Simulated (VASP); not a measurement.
# BP (F-43m) in VASP: further runs

Aim: see how the results for BP move with the level of theory and the settings. Levels: r2SCAN, HSE06. Tasks: single point.

Everything below comes from runs of VASP 6.6.1. Logs are shortened: lines on timing, memory, paths and dates and some standing lists are left out, and cuts for length are marked.

## 1. The cell of the first run

The structure is cubic, space group F-43m (No. 216). The conventional cell has a = 4.537 Å, b = 4.537 Å, c = 4.537 Å, α = 90.00°, β = 90.00°, γ = 90.00°. B (site symmetry -43m) has 4 P at 1.96 Å within 2.6 Å. P (site symmetry -43m) has 4 B at 1.96 Å within 2.6 Å.

## 2. Single point, r2SCAN

Input file POSCAR:

```
BP
1.0
    0.0000000000      2.2683154755      2.2683154755
    2.2683154755      0.0000000000      2.2683154755
    2.2683154755      2.2683154755      0.0000000000
B P
1 1
Direct
    0.0000000000      0.0000000000      0.0000000000
    0.2500000000      0.2500000000      0.2500000000
```

Input file INCAR.step1:

```
SYSTEM = BP
  PREC = Accurate
  ENCUT = 520
  ISMEAR = 0
  SIGMA = 0.01
  LREAL = .False.
  LASPH = .True.
  NELM = 80
  NBANDS = 11
  GGA = PE
  ALGO = Normal
  EDIFF = 1E-4
  LWAVE = .True.
  LCHARG = .False.
```

Input file INCAR.step2:

```
SYSTEM = BP
  PREC = Accurate
  ENCUT = 520
  EDIFF = 1E-6
  ISMEAR = 0
  SIGMA = 0.01
  LREAL = .False.
  LASPH = .True.
  NELM = 80
  ALGO = Normal
  ISIF = 2
  LWAVE = .False.
  LCHARG = .False.
  METAGGA = R2SCAN
  LMIXTAU = .True.
  NBANDS = 11
  ISTART = 1
```

Input file KPOINTS:

```
Automatic mesh
0
Gamma
  6 6 6
  0 0 0
```

Potentials or basis: VASP PAW PBE potentials, release 64 (B, P).

Command:

```sh
$ cat potpaw_PBE.64/B/POTCAR potpaw_PBE.64/P/POTCAR > POTCAR
$ cp INCAR.step1 INCAR
$ mpirun -np 1 vasp_std > vasp.out
$ cp INCAR.step2 INCAR
$ mpirun -np 1 vasp_std > vasp.out
```

OUTCAR:

```text
SYSTEM = BP
   PREC = Accurate
   ENCUT = 520
   EDIFF = 1E-6
   ISMEAR = 0
   LREAL = .False.
   LASPH = .True.
   NELM = 80
   ISIF = 2
   METAGGA = R2SCAN
   ISTART = 1

 ion  position               nearest neighbor table
   1  0.000  0.000  0.000-   2 1.96   2 1.96   2 1.96   2 1.96
   2  0.250  0.250  0.250-   1 1.96   1 1.96   1 1.96   1 1.96

  LATTYP: Found a face centered cubic cell.
 ALAT       =     4.5366309510

  Lattice vectors:

 A1 = (   0.0000000000,   2.2683154755,   2.2683154755)
 A2 = (   2.2683154755,   0.0000000000,   2.2683154755)
 A3 = (   2.2683154755,   2.2683154755,   0.0000000000)

Analysis of symmetry for initial positions (statically):
=====================================================================
 Subroutine PRICEL returns:
 Original cell was already a primitive cell.

 Routine SETGRP: Setting up the symmetry group for a
 face centered cubic supercell.

 Subroutine GETGRP returns: Found 24 space group operations
 (whereof 24 operations were pure point group operations)
 out of a pool of 48 trial point group operations.

The static configuration has the point symmetry T_d .

Analysis of symmetry for dynamics (positions and initial velocities):
=====================================================================
 Subroutine PRICEL returns:
 Original cell was already a primitive cell.

 Routine SETGRP: Setting up the symmetry group for a
 face centered cubic supercell.

 Subroutine GETGRP returns: Found 24 space group operations
 (whereof 24 operations were pure point group operations)
 out of a pool of 48 trial point group operations.

The dynamic configuration has the point symmetry T_d .

 Subroutine INISYM returns: Found 24 space group operations
 (whereof 24 operations are pure point group operations),
 and found     1 'primitive' translations

----------------------------------------------------------------------------------------

                                     Primitive cell

  volume of cell :      23.3421

  direct lattice vectors                    reciprocal lattice vectors
     0.000000000  2.268315476  2.268315476    -0.220427893  0.220427893  0.220427893
     2.268315476  0.000000000  2.268315476     0.220427893 -0.220427893  0.220427893
     2.268315476  2.268315476  0.000000000     0.220427893  0.220427893 -0.220427893

  length of vectors
     3.207882509  3.207882509  3.207882509     0.381792309  0.381792309  0.381792309

[... 77 lines left out ...]
   ISIF   =      2    stress and relaxation
   ISYM   =      2    0-nonsym 1-usesym 2-fastsym
   POTIM  = 0.5000    time-step for ionic-motion
   TEBEG  =    0.0;   TEEND  =   0.0 temperature during run
   PSTRESS=    0.0 pullay stress
   NELECT =       8.0000    total number of electrons
   NUPDOWN=      -1.0000    fix difference up-down
   EMIN   =  10.00;   EMAX   =-10.00  energy-range for DOS
   EFERMI =   0.00;   METHOD = LEGACY
   ISMEAR =     0;   SIGMA  =   0.01  broadening in eV -4-tet -1-fermi 0-gaus
   EFERMI_NEDOS =   21; number of points for ismear=-14 and -15
   IALGO  =     38    algorithm
   IMIX   =      4    mixing-type and parameters
     AMIX     =   0.40;   BMIX     =  1.00
     AMIX_MAG =   1.60;   BMIX_MAG =  1.00
  volume/ion in A,a.u.               =      11.67        78.76
  Fermi-wavevector in a.u.,A,eV,Ry     =   1.145666  2.164995 17.858336  1.312551
  Thomas-Fermi vector in A             =   2.282354
   LORBIT       =      0    0 simple, 1 ext, 2 COOP (PROOUT), +10 PAW based schemes
   METAGGA = R2SCAN    functional components
   LHFCALC =     F    Hartree Fock is set to
   AEXX    =    0.0000 exact exchange contribution
   IVDW    =     0    specifies the selected vdW correction
   LEPSILON=     F    determine dielectric tensor
   LRPA    =     F    only Hartree local field effects (RPA)
 non-spin polarized calculation
 Gauss-broadening in eV      SIGMA  =   0.01
  energy-cutoff  :      520.00
  volume of cell :       23.34
 maximum number of plane-waves:       636
   NGX = 11   NGY = 11   NGZ = 11

 number of electron       8.0000000 magnetization

 Free energy of the ion-electron system (eV)
  ---------------------------------------------------
  ext. energy  EPLUGINS =         0.00000000
  ---------------------------------------------------
  free energy    TOTEN  =       -17.29445731 eV

  energy without entropy =      -17.29445731  energy(sigma->0) =      -17.29445731

 E-fermi :   7.5387     XC(G=0): -11.5023

 val. band max:        7.4051706162   @ k =   0.0000   0.0000   0.0000
 cond. band min:       8.9404149735   @ k =   0.5000   0.5000   0.0000
 fundamental gap:      1.5352443573
 Fermi energy:         7.5387126865

 k-point     1 :       0.0000    0.0000    0.0000
  band No.  band energies     occupation
      1      -8.8636      2.00000
      2       7.4052      2.00000
      3       7.4052      2.00000
      4       7.4052      2.00000
      5      11.0452      0.00000
      6      11.0452      0.00000
      7      11.0452      0.00000
      8      15.4309      0.00000
      9      19.8117      0.00000
     10      20.0507      0.00000
     11      20.0507      0.00000
[... 197 lines left out ...]
 k-point    16 :      -0.3333    0.5000    0.1667
  band No.  band energies     occupation
      1      -3.4914      2.00000
      2      -1.3707      2.00000
      3       1.8514      2.00000
      4       1.9751      2.00000
      5      11.5703      0.00000
      6      12.2113      0.00000
      7      17.1778      0.00000
      8      17.8642      0.00000
      9      21.2743      0.00000
     10      24.6202      0.00000
     11      24.8813      0.00000

------------------------ aborting loop because EDIFF is reached ----------------------------------------

  FORCE on cell =-STRESS in cart. coord.  units (eV):
  Direction    XX          YY          ZZ          XY          YZ          ZX
  --------------------------------------------------------------------------------------
  -------------------------------------------------------------------------------------
  Total       -0.0574994     -0.0574994     -0.0574994     -0.0000000     -0.0000000      0.0000000
  in kB       -3.9466977     -3.9466977     -3.9466977     -0.0000000     -0.0000000      0.0000000
  external PRESSURE =      -3.9466977 kB  Pullay stress =       0.0000000 kB

 VOLUME and BASIS-vectors are now :
 -----------------------------------------------------------------------------
  energy-cutoff  :      520.00
  volume of cell :       23.34
      direct lattice vectors                 reciprocal lattice vectors
     0.000000000  2.268315476  2.268315476    -0.220427893  0.220427893  0.220427893
     2.268315476  0.000000000  2.268315476     0.220427893 -0.220427893  0.220427893
     2.268315476  2.268315476  0.000000000     0.220427893  0.220427893 -0.220427893

 POSITION                                       TOTAL-FORCE (eV/Angst)
 -----------------------------------------------------------------------------------
      0.00000      0.00000      0.00000         0.000000      0.000000      0.000000
      1.13416      1.13416      1.13416        -0.000000     -0.000000     -0.000000
 -----------------------------------------------------------------------------------
    total drift:                                0.000000      0.000000      0.000000

  FREE ENERGIE OF THE ION-ELECTRON SYSTEM (eV)
  ---------------------------------------------------
  free  energy   TOTEN  =       -17.2944573076 eV

  energy  without entropy=      -17.2944573076  energy(sigma->0) =      -17.29445731
```

Wall time 26 s (1 thread of Intel Xeon Platinum 8259CL at 2.50GHz (Skylake/Cascade Lake), shared host); peak memory 0.13 GiB.

What came out:

```
Free energy            : -17.2945 eV
Pressure               : -0.4 GPa
Band gap on the k mesh : 1.54 eV, indirect (least direct gap 3.64 eV)
```

Levels at points of the mesh, in eV from the valence-band top:
| k point | band 2 | band 3 | band 4 | band 5 | band 6 | band 7 |
| --- | --- | --- | --- | --- | --- | --- |
| (0.00, 0.00, 0.00) | 0.00 | 0.00 | 0.00 | 3.64 | 3.64 | 3.64 |
| (0.50, 0.00, 0.00) | -9.51 | -1.87 | -1.87 | 4.14 | 5.03 | 5.03 |
| (0.50, 0.50, 0.00) | -9.13 | -4.35 | -4.35 | 1.54 | 1.91 | 13.07 |

Caveat: the PAW data sets were made with another functional, which shifts forces and pressure a little. r2SCAN opens gaps a little over a GGA but as a rule still falls short of measured ones.

## 3. Single point, HSE06

POSCAR is that of step 2.

Input file INCAR.step1:

```
PREC = Accurate ; ENCUT = 520
EDIFF = 1E-5 ; ISMEAR = 0
SIGMA = 0.01 ; LREAL = False
LASPH = True ; NELM = 80
ALGO = Normal ; ISIF = 2
LWAVE = True ; GGA = PE
NBANDS = 11
```

Input file INCAR.step2:

```
PREC = Accurate ; ENCUT = 520
EDIFF = 1E-7 ; ISMEAR = 0
SIGMA = 0.01 ; LREAL = False
LASPH = True ; NELM = 80
ALGO = Normal ; ISIF = 2
LWAVE = False ; LCHARG = True
GGA = PE ; LHFCALC = True
HFSCREEN = 0.2079 ; PRECFOCK = Normal
LELF = True ; LVHAR = True
ISTART = 1 ; NBANDS = 11
```

Input file KPOINTS:

```
Automatic mesh
0
Gamma
  6 6 6
```

Potentials or basis: VASP PAW PBE potentials, release 64 (B, P).

Command:

```sh
$ cat potpaw_PBE.64/B/POTCAR potpaw_PBE.64/P/POTCAR > POTCAR
$ cp INCAR.step1 INCAR
$ mpirun -np 1 vasp_std > vasp.out
$ cp INCAR.step2 INCAR
$ mpirun -np 1 vasp_std > vasp.out
```

Run time: 15 min. Hardware: 1 thread of Intel Xeon Platinum 8259CL at 2.50GHz (Skylake/Cascade Lake), shared host; peak memory 0.23 GiB.

Results (log left out):

- Free energy: -14.8242 eV
- Pressure: -1.9 GPa
- Band gap on the k mesh: 2.06 eV, indirect (least direct gap 4.34 eV)

Levels at points of the mesh, in eV from the valence-band top:
```csv
k point,band 1,band 2,band 3,band 4,band 5,band 6,band 7,band 8
"(0.00, 0.00, 0.00)",-17.10,0.00,0.00,0.00,4.34,4.34,4.34,8.70
"(0.50, 0.00, 0.00)",-13.43,-10.00,-1.93,-1.93,4.74,5.72,5.72,11.36
"(0.50, 0.50, 0.00)",-11.70,-9.58,-4.53,-4.53,2.06,2.41,13.84,13.84
```

Caveat: the PAW data sets were made with another functional, which shifts forces and pressure a little. A k mesh can miss the band edges.
